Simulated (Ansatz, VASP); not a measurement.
# One calculation of Ru, two programs

```
Ru
1.0
    -1.52701    1.52701    1.52701
     1.52701   -1.52701    1.52701
     1.52701    1.52701   -1.52701
Ru
1
Direct
  0.00000 0.00000 0.00000
```

Alike in both runs: functional PBE; k mesh 19 × 19 × 19; occupations fermi-dirac, width 0.05 eV; non-collinear spin, spin-orbit coupling.

Ansatz relaxed the structure, and its values are those at the end. VASP's run is a single point on that final structure, the one shown.

|  | VASP | Ansatz |
| --- | --- | --- |
| version | VASP 6.6.1 | Ansatz 0.2.0 |
| potentials or method | VASP PAW PBE potentials, release 64 (Ru_pv), cutoff 520 eV | all-electron LAPW |

Ansatz gave:

```
pressure (GPa)           : 0.0
net moment per atom (μB) : 0.00
```

**Question.** What did VASP give for the same quantities?

**Answer.** Pressure (GPa): 0.1; net moment per atom (μB): 0.00.

Ansatz ran all-electron here, and VASP with PAW potentials.
